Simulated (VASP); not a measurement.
Here is a VASP 6.6.1 calculation.

File INCAR:

```
SYSTEM = CaSe
PREC     = Accurate       ! precision mode
ENCUT    = 520            ! plane-wave cutoff, eV
EDIFF    = 1E-7           ! SCF threshold, eV
ISMEAR   = -1             ! smearing method
SIGMA    = 0.05           ! smearing width, eV
LREAL    = .False.        ! projectors in reciprocal space
LASPH    = .True.         ! aspherical terms in the spheres
NELM     = 80             ! most SCF steps
ALGO     = Normal         ! electronic algorithm
ISIF     = 2              ! what is computed and relaxed
LWAVE    = .False.        ! write WAVECAR
LCHARG   = .True.         ! write CHGCAR
GGA      = CA             ! functional
LELF     = .True.         ! ELF
LVHAR    = .True.       
NBANDS   = 15             ! bands
```

File KPOINTS:

```
Automatic mesh
0
Gamma
  8 8 8
  0 0 0
```

POSCAR

```
CaSe
1.0
    0.0000000000      2.9948991977      2.9948991977
    2.9948991977      0.0000000000      2.9948991977
    2.9948991977      2.9948991977      0.0000000000
Se Ca
1 1
Direct
    0.5000000000      0.5000000000      0.5000000000
    0.0000000000      0.0000000000      0.0000000000
```

Potentials or basis: VASP PAW LDA potentials, release 64 (Se, Ca_sv).

Launch:

```bash
$ cat potpaw_LDA.64/Se/POTCAR potpaw_LDA.64/Ca_sv/POTCAR > POTCAR
$ mpirun -np 1 vasp_std > vasp.out
```

Question: Predict the band gap on the k mesh.

Answer: 1.95 eV (least direct gap 2.86 eV).

Question: Estimate the pressure.

Answer: -4.5 GPa.

Caveat: the cell stands under tension. A k mesh can miss the band edges.
